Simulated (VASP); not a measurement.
# Os (P6_3/mmc) in VASP: single point with LDA

Aim: the single point of Os with LDA.

All numbers are computed with VASP 6.6.1; they aren't measurements. Logs are shortened: lines on timing, memory, paths and dates and some standing lists are left out, and cuts for length are marked.

**1. The cell of the first run**

Symmetry: P6_3/mmc, No. 194, hexagonal system. The conventional cell has a = 2.714 Å, b = 2.714 Å, c = 4.294 Å, α = 90.00°, β = 90.00°, γ = 120.00°. Within 3.5 Å of Os (site symmetry -6m2) lie 12 Os at 2.66 to 2.71 Å.

**2. Single point, LDA**

File INCAR:

```
PREC = Accurate
ENCUT = 560
EDIFF = 1E-6
ISMEAR = 0
SIGMA = 0.05
LREAL = F
LASPH = T
NELM = 120
ALGO = Normal
ISIF = 2
LWAVE = F
LCHARG = F
NBANDS = 23
GGA_COMPAT = F
```

File KPOINTS:

```
regular mesh
0
Gamma
  18 18 10
```

File POSCAR:

```
Os
1.0
    2.7140417991      0.0000000000      0.0000000000
   -1.3570208996      2.3504291450      0.0000000000
    0.0000000000      0.0000000000      4.2937257168
Os
2
Direct
    0.3333333333      0.6666666667      0.7500000000
    0.6666666667      0.3333333333      0.2500000000
```

Potentials or basis: VASP PAW LDA potentials, release 64 (Os_sv_GW).

Command:

```console
cat potpaw_LDA.64/Os_sv_GW/POTCAR > POTCAR
mpirun -np 1 vasp_std > vasp.out
```

OUTCAR:

```text
PREC = Accurate
   ENCUT = 560
   EDIFF = 1E-6
   ISMEAR = 0
   LREAL = F
   LASPH = T
   NELM = 120
   ISIF = 2

 ion  position               nearest neighbor table
   1  0.333  0.667  0.750-   2 2.66   2 2.66   2 2.66   2 2.66   2 2.66   2 2.66
   2  0.667  0.333  0.250-   1 2.66   1 2.66   1 2.66   1 2.66   1 2.66   1 2.66

  LATTYP: Found a hexagonal cell.
 ALAT       =     2.7140417991
 C/A-ratio  =     1.5820411160

  Lattice vectors:

 A1 = (   2.7140417991,   0.0000000000,   0.0000000000)
 A2 = (  -1.3570208996,   2.3504291450,   0.0000000000)
 A3 = (   0.0000000000,   0.0000000000,   4.2937257168)

Analysis of symmetry for initial positions (statically):
=====================================================================
 Subroutine PRICEL returns:
 Original cell was already a primitive cell.

 Routine SETGRP: Setting up the symmetry group for a
 hexagonal supercell.

 Subroutine GETGRP returns: Found 24 space group operations
 (whereof 12 operations were pure point group operations)
 out of a pool of 24 trial point group operations.

The static configuration has the point symmetry D_3d.
 The point group associated with its full space group is D_6h.

Analysis of symmetry for dynamics (positions and initial velocities):
=====================================================================
 Subroutine PRICEL returns:
 Original cell was already a primitive cell.

 Routine SETGRP: Setting up the symmetry group for a
 hexagonal supercell.

 Subroutine GETGRP returns: Found 24 space group operations
 (whereof 12 operations were pure point group operations)
 out of a pool of 24 trial point group operations.

The dynamic configuration has the point symmetry D_3d.
 The point group associated with its full space group is D_6h.

 Subroutine INISYM returns: Found 24 space group operations
 (whereof 12 operations are pure point group operations),
 and found     1 'primitive' translations

----------------------------------------------------------------------------------------

                                     Primitive cell

  volume of cell :      27.3904

  direct lattice vectors                    reciprocal lattice vectors
     2.714041799  0.000000000  0.000000000     0.368454163  0.212727110  0.000000000
    -1.357020900  2.350429145  0.000000000     0.000000000  0.425454221  0.000000000
     0.000000000  0.000000000  4.293725717     0.000000000  0.000000000  0.232897969

  length of vectors
     2.714041799  2.714041799  4.293725717     0.425454221  0.425454221  0.232897969

  position of ions in fractional coordinates (direct lattice)
     0.333333333  0.666666667  0.750000000
     0.666666667  0.333333333  0.250000000

  ion indices of the primitive-cell ions
   primitive index   ion index
                 1           1
                 2           2

----------------------------------------------------------------------------------------

 KPOINTS: regular mesh

Automatic generation of k-mesh.
 Grid dimensions read from file:
 generate k-points for:   18   18   10

 Generating k-lattice:

  Cartesian coordinates                     Fractional coordinates (reciprocal lattice)
     0.020469676  0.011818173  0.000000000     0.055555556  0.000000000  0.000000000
     0.000000000  0.023636346  0.000000000     0.000000000  0.055555556  0.000000000
     0.000000000  0.000000000  0.023289797     0.000000000  0.000000000  0.100000000

  Length of vectors
     0.023636346  0.023636346  0.023289797

  Shift w.r.t. Gamma in fractional coordinates (k-lattice)
     0.000000000  0.000000000  0.000000000

 Subroutine IBZKPT returns following result:
 ===========================================

 Found    222 irreducible k-points:

 Following reciprocal coordinates:
            Coordinates               Weight
  0.000000  0.000000  0.000000      1.000000
  0.055556  0.000000  0.000000      6.000000
  0.111111  0.000000  0.000000      6.000000
  0.166667  0.000000  0.000000      6.000000
  0.222222  0.000000  0.000000      6.000000
  0.277778  0.000000  0.000000      6.000000
[... 16 lines left out ...]
  0.333333  0.111111  0.000000     12.000000
  0.388889  0.111111  0.000000     12.000000
 [... further k-points ...]
   k-points           NKPTS =    222   k-points in BZ     NKDIM =    222   number of bands    NBANDS=     23
   number of dos      NEDOS =    301   number of ions     NIONS =      2
   total plane-waves  NPLWV =  20736
   dimension x,y,z NGX =    24 NGY =   24 NGZ =   36
   dimension x,y,z NGXF=    48 NGYF=   48 NGZF=   72
   ions per type =               2
   NGX,Y,Z   is equivalent  to a cutoff of  14.70, 14.70, 13.94 a.u.
   NGXF,Y,Z  is equivalent  to a cutoff of  29.40, 29.40, 27.88 a.u.
 SYSTEM =  unknown system
   PREC   = accura    normal or accurate (medium, high low for compatibility)
   ISTART =      0    job   : 0-new  1-cont  2-samecut
   ICHARG =      2    charge: 1-file 2-atom 10-const
   ISPIN  =      1    spin polarized calculation?
   LNONCOLLINEAR =      F non collinear calculations
   LSORBIT =      F    spin-orbit coupling
   LASPH  =      T    aspherical Exc in radial PAW
   ENCUT  =  560.0 eV  41.16 Ry    6.42 a.u.   5.24  5.24  8.28*2*pi/ulx,y,z
   NELM   =    120;   NELMIN=  2; NELMDL= -5     # of ELM steps
   EDIFF  = 0.1E-05   stopping-criterion for ELM
   LREAL  =      F    real-space projection
   EDIFFG = 0.1E-04   stopping-criterion for IOM
   NSW    =      0    number of steps for IOM
   IBRION =     -1    ionic relax: 0-MD 1-quasi-New 2-CG
   NFREE  =      0    steps in history (QN), initial steepest desc. (CG)
   ISIF   =      2    stress and relaxation
   ISYM   =      2    0-nonsym 1-usesym 2-fastsym
   POTIM  = 0.5000    time-step for ionic-motion
   TEBEG  =    0.0;   TEEND  =   0.0 temperature during run
   PSTRESS=    0.0 pullay stress
   NELECT =      32.0000    total number of electrons
   NUPDOWN=      -1.0000    fix difference up-down
   EMIN   =  10.00;   EMAX   =-10.00  energy-range for DOS
   EFERMI =   0.00;   METHOD = LEGACY
   ISMEAR =     0;   SIGMA  =   0.05  broadening in eV -4-tet -1-fermi 0-gaus
   EFERMI_NEDOS =   21; number of points for ismear=-14 and -15
   IALGO  =     38    algorithm
   IMIX   =      4    mixing-type and parameters
     AMIX     =   0.40;   BMIX     =  1.00
     AMIX_MAG =   1.60;   BMIX_MAG =  1.00
  volume/ion in A,a.u.               =      13.70        92.42
  Fermi-wavevector in a.u.,A,eV,Ry     =   1.724218  3.258299 40.449134  2.972927
  Thomas-Fermi vector in A             =   2.799948
   LORBIT       =      0    0 simple, 1 ext, 2 COOP (PROOUT), +10 PAW based schemes
   GGA     = CA    functional components
   LHFCALC =     F    Hartree Fock is set to
   AEXX    =    0.0000 exact exchange contribution
   IVDW    =     0    specifies the selected vdW correction
   LEPSILON=     F    determine dielectric tensor
   LRPA    =     F    only Hartree local field effects (RPA)
 non-spin polarized calculation
 Gauss-broadening in eV      SIGMA  =   0.05
  energy-cutoff  :      560.00
  volume of cell :       27.39
 maximum number of plane-waves:       840
 NGX is ok and might be reduce to    24
   NGX = 11   NGY = 11   NGZ = 17

 number of electron      31.9999999 magnetization

 Free energy of the ion-electron system (eV)
  ---------------------------------------------------
  ext. energy  EPLUGINS =         0.00000000
  ---------------------------------------------------
  free energy    TOTEN  =       -27.61748646 eV

  energy without entropy =      -27.61568219  energy(sigma->0) =      -27.61658432

 E-fermi :  13.9355     XC(G=0): -14.9470

 val. band max:       13.9236388774   @ k =   0.2222   0.0556   0.3000
 cond. band min:      13.9512161730   @ k =   0.1667   0.1111   0.3000
 fundamental gap:      0.0275772955
 Fermi energy:        13.9354636990

 k-point     1 :       0.0000    0.0000    0.0000
  band No.  band energies     occupation
      1     -72.3285      2.00000
      2     -72.1989      2.00000
      3     -32.5999      2.00000
      4     -31.5794      2.00000
      5     -31.5794      2.00000
      6     -31.3880      2.00000
[... 15 lines left out ...]
     22      27.3135      0.00000
     23      29.7374      0.00000

 k-point     2 :       0.0556    0.0000    0.0000
  band No.  band energies     occupation
      1     -72.3253      2.00000
      2     -72.1975      2.00000
      3     -32.5882      2.00000
      4     -31.6040      2.00000
      5     -31.5876      2.00000
      6     -31.4140      2.00000
[... 15 lines left out ...]
     22      27.5901      0.00000
     23      29.9079      0.00000

 k-point     3 :       0.1111    0.0000    0.0000
  band No.  band energies     occupation
      1     -72.3172      2.00000
      2     -72.1947      2.00000
      3     -32.5543      2.00000
      4     -31.6766      2.00000
      5     -31.6120      2.00000
      6     -31.4890      2.00000
[... 15 lines left out ...]
     22      28.3567      0.00000
     23      30.3567      0.00000

 k-point     4 :       0.1667    0.0000    0.0000
  band No.  band energies     occupation
      1     -72.3044      2.00000
      2     -72.1904      2.00000
      3     -32.4999      2.00000
      4     -31.7869      2.00000
      5     -31.6483      2.00000
      6     -31.6018      2.00000
[... 15 lines left out ...]
     22      29.3056      0.00000
     23      30.6562      0.00000

 k-point     5 :       0.2222    0.0000    0.0000
  band No.  band energies     occupation
      1     -72.2881      2.00000
      2     -72.1849      2.00000
      3     -32.4280      2.00000
      4     -31.9214      2.00000
      5     -31.7364      2.00000
      6     -31.6907      2.00000
[... 434 lines left out ...]
 k-point    22 :       0.2778    0.1111    0.0000
  band No.  band energies     occupation
      1     -72.2466      2.00000
      2     -72.1763      2.00000
      3     -32.2279      2.00000
      4     -32.1833      2.00000
      5     -32.0359      2.00000
      6     -31.7910      2.00000
[... 15 lines left out ...]
     22      25.0246      0.00000
     23      26.9312      0.00000

 k-point    23 :       0.3333    0.1111    0.0000
  band No.  band energies     occupation
      1     -72.2310      2.00000
      2     -72.1758      2.00000
      3     -32.2852      2.00000
      4     -32.1415      2.00000
      5     -32.1057      2.00000
      6     -31.8430      2.00000
[... 15 lines left out ...]
     22      25.5261      0.00000
     23      25.5809      0.00000

 k-point    24 :       0.3889    0.1111    0.0000
  band No.  band energies     occupation
      1     -72.2194      2.00000
      2     -72.1765      2.00000
      3     -32.3512      2.00000
      4     -32.1506      2.00000
      5     -32.0711      2.00000
      6     -31.8763      2.00000
[... 15 lines left out ...]
     22      24.4490      0.00000
     23      26.4225      0.00000

 [... further k-points ...]

------------------------ aborting loop because EDIFF is reached ----------------------------------------

  FORCE on cell =-STRESS in cart. coord.  units (eV):
  Direction    XX          YY          ZZ          XY          YZ          ZX
  --------------------------------------------------------------------------------------
  -------------------------------------------------------------------------------------
  Total        0.0843969      0.0843969      0.1198281     -0.0000000      0.0000000      0.0000000
  in kB        4.9367283      4.9367283      7.0092425     -0.0000000      0.0000000      0.0000000
  external PRESSURE =       5.6275663 kB  Pullay stress =       0.0000000 kB

 VOLUME and BASIS-vectors are now :
 -----------------------------------------------------------------------------
  energy-cutoff  :      560.00
  volume of cell :       27.39
      direct lattice vectors                 reciprocal lattice vectors
     2.714041799  0.000000000  0.000000000     0.368454163  0.212727110  0.000000000
    -1.357020900  2.350429145  0.000000000     0.000000000  0.425454221  0.000000000
     0.000000000  0.000000000  4.293725717     0.000000000  0.000000000  0.232897969

 POSITION                                       TOTAL-FORCE (eV/Angst)
 -----------------------------------------------------------------------------------
     -0.00000      1.56695      3.22029        -0.000000      0.000000      0.000000
      1.35702      0.78348      1.07343         0.000000     -0.000000      0.000000
 -----------------------------------------------------------------------------------
    total drift:                                0.000000     -0.000000      0.000000

  FREE ENERGIE OF THE ION-ELECTRON SYSTEM (eV)
  ---------------------------------------------------
  free  energy   TOTEN  =       -27.6174864573 eV

  energy  without entropy=      -27.6156821856  energy(sigma->0) =      -27.61658432
```

It took 38 s on 1 thread of Intel Xeon 6975P-C (Granite Rapids), shared host; peak memory 0.25 GiB.

Results:

| Quantity | Value |
| --- | --- |
| Free energy | -27.6175 eV |
| Pressure | 0.6 GPa |
| Band gap on the k mesh | zero (bands 16 and 17 overlap by 4.10 eV) |

Stress tensor (GPa, compression positive):
```
0.49 0.00 0.00
0.00 0.49 0.00
0.00 0.00 0.70
```

Caveat: spin-orbit coupling is left out, which moves the levels of the heavy elements.

The gap in the log of VASP goes by the Fermi energy; the results here count the filled bands.